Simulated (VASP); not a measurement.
# Ti (P6_3/mmc) in VASP: a series of runs

Runs on Ti. Level: PBEsol. Tasks: single point.

All numbers are computed with VASP 6.6.1; they aren't measurements. Logs are shortened: lines on timing, memory, paths and dates and some standing lists are left out, and cuts for length are marked.

## Step 1: The cell of the first run

The structure is hexagonal, space group P6_3/mmc (No. 194). Conventional cell: a = 2.714 Å, b = 2.714 Å, c = 4.873 Å, α = 90.00°, β = 90.00°, γ = 120.00°. Ti (site symmetry -6m2) has 12 Ti at 2.71 to 2.90 Å within 3.6 Å.

## Step 2: Single point, PBEsol (strain -0.080 along x and y, +0.040 along z)

The input, INCAR:

```
SYSTEM = Ti
ALGO = Normal
EDIFF = 1E-6
ENCUT = 520
GGA = PS
ISIF = 2
ISMEAR = 0
LASPH = .True.
LCHARG = .True.
LELF = .True.
LREAL = .False.
LVHAR = .True.
LWAVE = .False.
NBANDS = 19
NELM = 100
PREC = Accurate
SIGMA = 0.15
```

The input, KPOINTS:

```
k-points
0
Gamma
  18 18 10
  0 0 0
```

The input, POSCAR:

```
Ti
1.0
    2.7139980316      0.0000000000      0.0000000000
   -1.3569990158      2.3503912412      0.0000000000
    0.0000000000      0.0000000000      4.8734400000
Ti
2
Direct
    0.3333333333      0.6666666667      0.2500000000
    0.6666666667      0.3333333333      0.7500000000
```

Potentials or basis: VASP PAW PBE potentials, release 64 (Ti_sv).

The run is started by

```bash
> cat potpaw_PBE.64/Ti_sv/POTCAR > POTCAR
> mpirun -np 1 vasp_std > vasp.out
```

OUTCAR:

```text
SYSTEM = Ti
   EDIFF = 1E-6
   ENCUT = 520
   GGA = PS
   ISIF = 2
   ISMEAR = 0
   LASPH = .True.
   LREAL = .False.
   NELM = 100
   PREC = Accurate

 ion  position               nearest neighbor table
   1  0.333  0.667  0.250-   2 2.90   2 2.90   2 2.90   2 2.90   2 2.90   2 2.90
   2  0.667  0.333  0.750-   1 2.90   1 2.90   1 2.90   1 2.90   1 2.90   1 2.90

  LATTYP: Found a hexagonal cell.
 ALAT       =     2.7139980316
 C/A-ratio  =     1.7956682147

  Lattice vectors:

 A1 = (   2.7139980316,   0.0000000000,   0.0000000000)
 A2 = (  -1.3569990158,   2.3503912412,   0.0000000000)
 A3 = (   0.0000000000,   0.0000000000,   4.8734400000)

Analysis of symmetry for initial positions (statically):
=====================================================================
 Subroutine PRICEL returns:
 Original cell was already a primitive cell.

 Routine SETGRP: Setting up the symmetry group for a
 hexagonal supercell.

 Subroutine GETGRP returns: Found 24 space group operations
 (whereof 12 operations were pure point group operations)
 out of a pool of 24 trial point group operations.

The static configuration has the point symmetry D_3d.
 The point group associated with its full space group is D_6h.

Analysis of symmetry for dynamics (positions and initial velocities):
=====================================================================
 Subroutine PRICEL returns:
 Original cell was already a primitive cell.

 Routine SETGRP: Setting up the symmetry group for a
 hexagonal supercell.

 Subroutine GETGRP returns: Found 24 space group operations
 (whereof 12 operations were pure point group operations)
 out of a pool of 24 trial point group operations.

The dynamic configuration has the point symmetry D_3d.
 The point group associated with its full space group is D_6h.

 Subroutine INISYM returns: Found 24 space group operations
 (whereof 12 operations are pure point group operations),
 and found     1 'primitive' translations

----------------------------------------------------------------------------------------

                                     Primitive cell

  volume of cell :      31.0875

  direct lattice vectors                    reciprocal lattice vectors
     2.713998032  0.000000000  0.000000000     0.368460105  0.212730541  0.000000000
    -1.356999016  2.350391241  0.000000000     0.000000000  0.425461082  0.000000000
     0.000000000  0.000000000  4.873440000     0.000000000  0.000000000  0.205193867

  length of vectors
[... 81 lines left out ...]
   NELM   =    100;   NELMIN=  2; NELMDL= -5     # of ELM steps
   EDIFF  = 0.1E-05   stopping-criterion for ELM
   LREAL  =      F    real-space projection
   EDIFFG = 0.1E-04   stopping-criterion for IOM
   NSW    =      0    number of steps for IOM
   IBRION =     -1    ionic relax: 0-MD 1-quasi-New 2-CG
   NFREE  =      0    steps in history (QN), initial steepest desc. (CG)
   ISIF   =      2    stress and relaxation
   ISYM   =      2    0-nonsym 1-usesym 2-fastsym
   POTIM  = 0.5000    time-step for ionic-motion
   TEBEG  =    0.0;   TEEND  =   0.0 temperature during run
   PSTRESS=    0.0 pullay stress
   NELECT =      24.0000    total number of electrons
   NUPDOWN=      -1.0000    fix difference up-down
   EMIN   =  10.00;   EMAX   =-10.00  energy-range for DOS
   EFERMI =   0.00;   METHOD = LEGACY
   ISMEAR =     0;   SIGMA  =   0.15  broadening in eV -4-tet -1-fermi 0-gaus
   EFERMI_NEDOS =   21; number of points for ismear=-14 and -15
   IALGO  =     38    algorithm
   IMIX   =      4    mixing-type and parameters
     AMIX     =   0.40;   BMIX     =  1.00
     AMIX_MAG =   1.60;   BMIX_MAG =  1.00
  volume/ion in A,a.u.               =      15.54       104.89
  Fermi-wavevector in a.u.,A,eV,Ry     =   1.501816  2.838021 30.687289  2.255452
  Thomas-Fermi vector in A             =   2.613138
   LORBIT       =      0    0 simple, 1 ext, 2 COOP (PROOUT), +10 PAW based schemes
   GGA     = PS    functional components
   LHFCALC =     F    Hartree Fock is set to
   AEXX    =    0.0000 exact exchange contribution
   IVDW    =     0    specifies the selected vdW correction
   LEPSILON=     F    determine dielectric tensor
   LRPA    =     F    only Hartree local field effects (RPA)
 non-spin polarized calculation
 Gauss-broadening in eV      SIGMA  =   0.15
  energy-cutoff  :      520.00
  volume of cell :       31.09
 maximum number of plane-waves:       852
   NGX = 11   NGY = 11   NGZ = 19

 number of electron      24.0000010 magnetization

 Free energy of the ion-electron system (eV)
  ---------------------------------------------------
  ext. energy  EPLUGINS =         0.00000000
  ---------------------------------------------------
  free energy    TOTEN  =       -16.51415569 eV

  energy without entropy =      -16.48954867  energy(sigma->0) =      -16.50185218

 E-fermi :   9.3676     XC(G=0): -12.1661

 val. band max:        9.3644627306   @ k =   0.4444   0.0000   0.0000
 cond. band min:       9.3753057677   @ k =   0.1667   0.1667   0.4000
 fundamental gap:      0.0108430371
 Fermi energy:         9.3676239701

 k-point     1 :       0.0000    0.0000    0.0000
  band No.  band energies     occupation
      1     -46.9766      2.00000
      2     -46.8432      2.00000
      3     -23.6715      2.00000
      4     -22.8953      2.00000
      5     -22.7589      2.00000
      6     -22.7589      2.00000
[... 505 lines left out ...]
      6     -23.0702      2.00000
[... 11 lines left out ...]
     18      13.5374      0.00000
     19      14.7480      0.00000

 [... further k-points ...]

------------------------ aborting loop because EDIFF is reached ----------------------------------------

  FORCE on cell =-STRESS in cart. coord.  units (eV):
  Direction    XX          YY          ZZ          XY          YZ          ZX
  --------------------------------------------------------------------------------------
  -------------------------------------------------------------------------------------
  Total        2.5241283      2.5241283      0.1516244      0.0000000     -0.0000000      0.0000000
  in kB      130.0878389    130.0878389      7.8143750      0.0000000     -0.0000000      0.0000000
  external PRESSURE =      89.3300176 kB  Pullay stress =       0.0000000 kB

 VOLUME and BASIS-vectors are now :
 -----------------------------------------------------------------------------
  energy-cutoff  :      520.00
  volume of cell :       31.09
      direct lattice vectors                 reciprocal lattice vectors
     2.713998032  0.000000000  0.000000000     0.368460105  0.212730541  0.000000000
    -1.356999016  2.350391241  0.000000000     0.000000000  0.425461082  0.000000000
     0.000000000  0.000000000  4.873440000     0.000000000  0.000000000  0.205193867

 POSITION                                       TOTAL-FORCE (eV/Angst)
 -----------------------------------------------------------------------------------
     -0.00000      1.56693      1.21836         0.000000      0.000000      0.000000
      1.35700      0.78346      3.65508        -0.000000     -0.000000      0.000000
 -----------------------------------------------------------------------------------
    total drift:                               -0.000000      0.000000     -0.000000

  FREE ENERGIE OF THE ION-ELECTRON SYSTEM (eV)
  ---------------------------------------------------
  free  energy   TOTEN  =       -16.5141556867 eV

  energy  without entropy=      -16.4895486725  energy(sigma->0) =      -16.50185218
```

Wall time 3.4 min (1 thread of Intel Xeon 8259CL, shared host); peak memory 0.22 GiB.

What came out:

* Free energy: -16.5142 eV
* Pressure: 8.9 GPa
* Band gap on the k mesh: zero (bands 12 and 13 overlap by 0.47 eV)

Caveat: the cell differs from its parent crystal (strain -0.080 along x and y, +0.040 along z); the stress differs along the axes, from 1 to 13 GPa; the PAW data sets were made with another functional, which shifts forces and pressure a little.

## Step 3: Single point, PBEsol (strain -0.040 along x and y, -0.040 along z)

The input, INCAR:

```
SYSTEM = Ti
PREC = Accurate
ENCUT = 520
EDIFF = 1E-7
ISMEAR = 0
SIGMA = 0.15
LREAL = .False.
LASPH = .True.
NELM = 100
ALGO = Fast
ISIF = 2
LWAVE = .False.
LCHARG = .True.
GGA = PS
LELF = .True.
LVHAR = .True.
NBANDS = 19
```

The input, KPOINTS:

```
regular mesh
0
Gamma
  18 18 10
  0 0 0
```

The input, POSCAR:

```
Ti
1.0
    2.8319979460      0.0000000000      0.0000000000
   -1.4159989730      2.4525821647      0.0000000000
    0.0000000000      0.0000000000      4.4985600000
Ti
2
Direct
    0.3333333333      0.6666666667      0.2500000000
    0.6666666667      0.3333333333      0.7500000000
```

Potentials or basis: VASP PAW PBE potentials, release 64 (Ti_sv).

The run is started by

```bash
> cat potpaw_PBE.64/Ti_sv/POTCAR > POTCAR
> mpirun -np 1 vasp_std > vasp.out
```

Wall time 11 min (1 thread of Intel Xeon 8259CL, shared host); peak memory 0.24 GiB.

The run converged. Its results:

- Free energy: -16.6340 eV
- Pressure: 8.7 GPa
- Band gap on the k mesh: zero (bands 12 and 13 overlap by 1.17 eV)

Stress tensor (GPa, compression positive):
```
8.74 0.00 0.00
0.00 8.74 0.00
0.00 0.00 8.54
```

Levels at points of the mesh, in eV from the Fermi level:
```
           k point  band 8  band 9  band 10  band 11  band 12  band 13  band 14  band 15  band 16  band 17
(0.00, 0.00, 0.00)  -32.25   -6.44    -2.97     0.83     0.83     0.95     1.09     1.41     1.41     1.83
(0.50, 0.00, 0.00)  -32.35   -2.49    -2.49    -2.15    -0.47     0.50     0.71     1.33     3.84     4.09
(0.00, 0.00, 0.50)  -32.32   -4.44    -4.44     0.08     0.08     0.73     0.73     0.73     0.73     3.19
(0.50, 0.00, 0.50)  -32.47   -2.85    -2.85    -0.96    -0.96     1.66     1.66     1.94     1.94     4.00
```

Caveat: the cell differs from its parent crystal (strain -0.040 along x and y, -0.040 along z); the cell stands under pressure; the PAW data sets were made with another functional, which shifts forces and pressure a little.
